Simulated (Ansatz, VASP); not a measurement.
**One calculation of Ta3N, two programs**

```
CELL_PARAMETERS angstrom
3.03222 0.00000 0.00000
-1.51611 2.62598 0.00000
0.00000 0.00000 7.52414
ATOMIC_POSITIONS crystal
Ta 0.00000 0.00000 0.50000
Ta 0.33333 0.66667 0.17393
Ta 0.66667 0.33333 0.82607
N 0.00000 0.00000 0.00000
```

Alike in both runs: task single point; functional PBE; k mesh 1 × 1 × 1; occupations gaussian, width 0.1 eV; no spin polarisation.

|  | VASP | Ansatz |
| --- | --- | --- |
| version | VASP 6.6.1 | Ansatz 0.2.0 |
| potentials or method | VASP PAW PBE potentials, release 64 (Ta_sv_GW, N), cutoff 700 eV | scalar-relativistic, plane waves, PAW |
| valence electrons in the cell | 44 | 44 |

VASP gave:

```
gap on the k mesh at the Fermi level (eV) : 0.12
least direct gap on the mesh (eV)         : 0.12
rms of the force components (eV/Å)        : 3.930
```

Question: What did Ansatz give for the same quantities?

Answer: gap on the k mesh at the Fermi level (eV): 0.12; least direct gap on the mesh (eV): 0.12; rms of the force components (eV/Å): 3.935.

Atom by atom the forces differ by 0.005 eV/Å (rms over components).

The k mesh is coarse, so the values compare programs but aren't converged. Spin-orbit coupling is off throughout.
